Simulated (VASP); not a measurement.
A run of VASP 6.6.1:

Contents of INCAR:

```
ALGO = Normal ; EDIFF = 1E-6
ENCUT = 500 ; GGA = PE
GGA_COMPAT = F ; ISIF = 2
ISMEAR = 1 ; LASPH = T
LCHARG = F ; LREAL = F
LWAVE = F ; NBANDS = 10
NELM = 120 ; PREC = Accurate
SIGMA = 0.15
```

The input KPOINTS:

```
k-points
0
Gamma
  13 13 13
```

The input POSCAR:

```
Ir
1.0
    0.0000000000      1.9531703226      1.9531703226
    1.9531703226      0.0000000000      1.9531703226
    1.9531703226      1.9531703226      0.0000000000
Ir
1
Direct
    0.0000000000      0.0000000000      0.0000000000
```

Potentials or basis: VASP PAW PBE potentials, release 64 (Ir).

Launch:

```sh
$ cat potpaw_PBE.64/Ir/POTCAR > POTCAR
$ mpirun -np 1 vasp_std > vasp.out
```

Hardware: 1 thread of AMD EPYC 9R45 96-Core Processor (Zen 5), with other jobs on the host.

**Question.** Estimate the wall time of this run.

**Answer.** Run time: 6.6 s on 1 thread of AMD EPYC 9R45 96-Core Processor (Zen 5) (shared host), peak memory 0.1 GiB. Counts: scf iterations 12, k points 84.
